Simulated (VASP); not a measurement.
# AgI: dielectric tensor with r2SCAN

Crystal: AgI.

```
Ag I
1.0
     0.00000    3.28863    3.28863
     3.28863    0.00000    3.28863
     3.28863    3.28863    0.00000
Ag I
1 1
Direct
  0.00000 0.00000 0.00000
  0.25000 0.25000 0.25000
```

```yaml
Program: VASP 6.6.1
Task: dielectric tensor
Functional: r2SCAN
Potentials_or_basis: VASP PAW PBE potentials, release 64 (Ag, I)
Cutoff: 440 eV
k_mesh: 6 × 6 × 6
Occupations: gaussian, width 0.01 eV
Spin: no spin polarisation
Dipole_correction: no
Further_INCAR_settings: ALGO = Normal; EDIFF = 1e-08
```

- Band gap on the k mesh: 1.79 eV
- Electronic dielectric tensor (diagonal): 4.58
- Born charges (mean of the diagonal): Ag +1.23; I -1.23 e

Levels at points of the mesh, in eV from the valence-band top:
```
           k point  band 7  band 8  band 9  band 10  band 11  band 12
(0.00, 0.00, 0.00)    0.00    0.00    0.00     1.79     6.31     6.31
(0.50, 0.00, 0.00)   -2.80   -0.68   -0.68     3.22     6.71     6.71
(0.50, 0.50, 0.00)   -2.46   -1.70   -1.70     3.98     4.23     8.85
```

Electronic dielectric tensor:
```
4.58 0.00 0.00
0.00 4.58 0.00
0.00 0.00 4.58
```

Born effective charge tensors (e):
atom 1, Ag
```
1.23 0.00 0.00
0.00 1.23 0.00
0.00 0.00 1.23
```
atom 2, I
```
-1.23  0.00  0.00
 0.00 -1.23  0.00
 0.00  0.00 -1.23
```

Dipole moments of the cell (e·Å, modulo the quantum): ionic 11.510, 11.510, 11.510; electronic 0.004, 0.004, 0.018

Wall time 13 min on 1 thread of Intel(R) Xeon(R) 6975P-C (Granite Rapids), on a shared host, peak memory 0.37 GiB.

Caveat: spin-orbit coupling is left out, which moves the levels of the heavy elements. r2SCAN opens gaps a little over a GGA but as a rule still falls short of measured ones.
